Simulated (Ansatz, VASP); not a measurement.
# Pt: VASP beside Ansatz

INCAR

```
PREC = Accurate
ENCUT = 520
EDIFF = 1E-6
ISMEAR = 0
SIGMA = 0.15
LREAL = False
LASPH = True
NELM = 80
ALGO = Fast
ISIF = 2
LWAVE = False
LCHARG = False
NBANDS = 11
```

KPOINTS

```
regular mesh
0
Gamma
  22 22 22
```

The input POSCAR:

```
Pt
1.0
   -1.5604567000      1.5604567000      1.6317466000
    1.5604567000     -1.5604567000      1.6317466000
    1.5604567000      1.5604567000     -1.6317466000
Pt
1
Direct
    0.0000000000      0.0000000000      0.0000000000
```

Input for Ansatz:

```yaml
crystal:
  lattice:
    - [-1.5604567, 1.5604567, 1.6317466]
    - [1.5604567, -1.5604567, 1.6317466]
    - [1.5604567, 1.5604567, -1.6317466]
  atoms:
    - { symbol: Pt, position: [0.0, 0.0, 0.0] }
basis:
  ecutwfc: 520.0
kpoints:
  mp_grid: { grid: [22, 22, 22] }
hamiltonian:
  xc: lda
scf:
  occupations: { method: gaussian, width: 0.15 }
output:
  forces: true
  stress: true
  eigenvalues: true
  write_density: true
  write_potential: true
  elf: true
  volumetric_format: npy
```

Change from the starting cell: strain -0.015 along x and y, +0.030 along z, atoms carried along.

Alike in both runs: task single point; functional LDA; k mesh 22 × 22 × 22; occupations gaussian, width 0.15 eV; no spin polarisation.

|  | VASP | Ansatz |
| --- | --- | --- |
| version | VASP 6.6.1 | Ansatz 0.2.0 |
| potentials or method | VASP PAW LDA potentials, release 64 (Pt), cutoff 520 eV | scalar-relativistic, plane waves, PAW |
| valence electrons in the cell | 10 | 18 |

|  | VASP | Ansatz | Ansatz less VASP |
| --- | --- | --- | --- |
| gap on the k mesh at the Fermi level (eV) | none | none | - |
| pressure (GPa) | -15.3 | -15.9 | -0.58 |
| traceless stress, the component that is largest in VASP (GPa) | 2.54 | 2.55 | +0.014 |

LDA's correlation is that of Perdew and Zunger in VASP and of Perdew and Wang (1992) in Ansatz. A gap of «none» marks a metal or a gap that the smearing closes. VASP's potentials hold 10 valence electrons a cell and Ansatz's 18, so a difference there can come from the potentials and not from the codes.

Spin-orbit coupling is off throughout.
